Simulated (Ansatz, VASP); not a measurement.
# Si7C in VASP and in Ansatz

```
Si C
1.0
     1.79270   -3.10505    0.00000
    -0.02313   -0.01335   -5.98655
     5.43943    3.14046    0.02795
Si C
7 1
Direct
  0.50000 0.93378 0.16638
  0.00000 0.43066 0.34952
  0.50000 0.43976 0.81374
  0.50000 0.54672 0.16105
  0.00000 0.62013 0.66657
  0.00000 0.04481 0.37807
  0.50000 0.04335 0.79686
  0.00000 0.94079 0.66781
```

Alike in both runs: functional LDA; k mesh 12 × 8 × 8; occupations gaussian, width 0.01 eV; no spin polarisation.

Ansatz relaxed the structure, and its values are those at the end. VASP's run is a single point on that final structure, the one shown.

```csv
,VASP,Ansatz
version,VASP 6.6.1,Ansatz 0.2.0
potentials or method,"VASP PAW LDA potentials, release 64 (Si, C), cutoff 520 eV","scalar-relativistic, plane waves, PAW"
valence electrons in the cell,32,32
```

VASP gave:

* gap on the k mesh at the Fermi level (eV): none
* pressure (GPa): 0.1
* rms of the force components (eV/Å): 0.005

**Question.** Estimate Ansatz's values.

**Answer.** gap on the k mesh at the Fermi level (eV): none; pressure (GPa): 0.0; rms of the force components (eV/Å): 0.002.

LDA's correlation is that of Perdew and Zunger in VASP and of Perdew and Wang (1992) in Ansatz. A gap of «none» marks a metal or a gap that the smearing closes.
